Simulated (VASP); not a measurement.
Set up this calculation in VASP 6.6.1, as the native input.

- Task: single point
- Functional: LDA
- Potentials or basis: VASP PAW LDA potentials, release 64 (Hg_sv_GW)
- Cutoff: 550 eV
- k mesh: 11 × 11 × 11
- Occupations: fermi-dirac, width 0.1 eV
- Spin: no spin polarisation
- Dipole correction: no
- Further INCAR settings: ALGO = Normal; EDIFF = 1e-06; NBANDS = 27

The structure of Hg lies in POSCAR:

```
Hg
1.0
    0.0000000000      3.0229998302      3.0229998302
    3.0229998302      0.0000000000      3.0229998302
    3.0229998302      3.0229998302      0.0000000000
Hg
2
Direct
   -0.1250000000     -0.1250000000     -0.1250000000
    0.1250000000      0.1250000000      0.1250000000
```

The input as run:

INCAR

```
SYSTEM = Hg
ALGO = Normal
EDIFF = 1E-6
ENCUT = 550
GGA_COMPAT = .False.
ISIF = 2
ISMEAR = -1
LASPH = .True.
LCHARG = .False.
LREAL = .False.
LWAVE = .False.
NBANDS = 27
NELM = 120
PREC = Accurate
SIGMA = 0.1
```

KPOINTS

```
k-points
0
Gamma
  11 11 11
  0 0 0
```

Potentials or basis: VASP PAW LDA potentials, release 64 (Hg_sv_GW).

Run with:

```console
$ cat potpaw_LDA.64/Hg_sv_GW/POTCAR > POTCAR
$ mpirun -np 1 vasp_std > vasp.out
```

It gave:

```yaml
Pressure: 9.6 GPa
Band_gap_on_the_k_mesh: zero (bands 20 and 21 overlap by 6.09 eV)
```

Caveat: the cell stands under pressure; spin-orbit coupling is left out, which moves the levels of the heavy elements.

It took 47 s on 1 thread of Intel(R) Xeon(R) 6975P-C (Granite Rapids), on a shared host, peak memory 0.23 GiB.
